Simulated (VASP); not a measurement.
Wanted: the native input for a VASP 6.6.1 run.

* Task: single point
* Functional: r2SCAN
* Potentials or basis: VASP PAW PBE potentials, release 64 (Sb)
* Cutoff: 550 eV
* k mesh: 7 × 7 × 7
* Occupations: fermi-dirac, width 0.1 eV
* Spin: no spin polarisation
* Dipole correction: no
* Further INCAR settings: ALGO = Normal; EDIFF = 1e-06; NBANDS = 8

The system is Sb.

```
Sb
1.0
     3.09556    0.00000    0.00000
     0.00000    3.09556    0.00000
     0.00000    0.00000    3.09556
Sb
1
Direct
  0.00000 0.00000 0.00000
```

These files were run (other wordings do the same):

POSCAR

```
Sb
1.0
    3.0955560147      0.0000000000      0.0000000000
    0.0000000000      3.0955560147      0.0000000000
    0.0000000000      0.0000000000      3.0955560147
Sb
1
Direct
    0.0000000000      0.0000000000      0.0000000000
```

INCAR.step1

```
PREC     = Accurate       # precision mode
ENCUT    = 550            # plane-wave cutoff, eV
ISMEAR   = -1             # smearing method
SIGMA    = 0.1            # smearing width, eV
LREAL    = F              # projectors in reciprocal space
LASPH    = T              # aspherical terms in the spheres
NELM     = 120            # most SCF steps
NBANDS   = 8              # bands
GGA      = PE             # functional
ALGO     = Normal         # electronic algorithm
EDIFF    = 1E-5           # SCF threshold, eV
LWAVE    = T              # write WAVECAR
LCHARG   = F              # write CHGCAR
GGA_COMPAT= F
```

INCAR.step2

```
PREC     = Accurate       # precision mode
ENCUT    = 550            # plane-wave cutoff, eV
EDIFF    = 1E-6           # SCF threshold, eV
ISMEAR   = -1             # smearing method
SIGMA    = 0.1            # smearing width, eV
LREAL    = F              # projectors in reciprocal space
LASPH    = T              # aspherical terms in the spheres
NELM     = 120            # most SCF steps
ALGO     = Normal         # electronic algorithm
ISIF     = 2              # what is computed and relaxed
LWAVE    = F              # write WAVECAR
LCHARG   = F              # write CHGCAR
METAGGA  = R2SCAN         # meta-GGA
LMIXTAU  = T            
NBANDS   = 8              # bands
ISTART   = 1            
GGA_COMPAT= F
```

KPOINTS

```
regular mesh
0
Gamma
  7 7 7
```

Potentials or basis: VASP PAW PBE potentials, release 64 (Sb).

Launch:

```sh
$ cat potpaw_PBE.64/Sb/POTCAR > POTCAR
$ cp INCAR.step1 INCAR
$ mpirun -np 1 vasp_std > vasp.out
$ cp INCAR.step2 INCAR
$ mpirun -np 1 vasp_std > vasp.out
```

Results of the run:

```json
{"Pressure": "-0.4 GPa"}
```

Caveat: the PAW data sets were made with another functional, which shifts forces and pressure a little.

Wall time 22 s on 1 thread of AMD EPYC 7R43 64-Core Processor (Zen 3), on a shared host, peak memory 0.1 GiB.
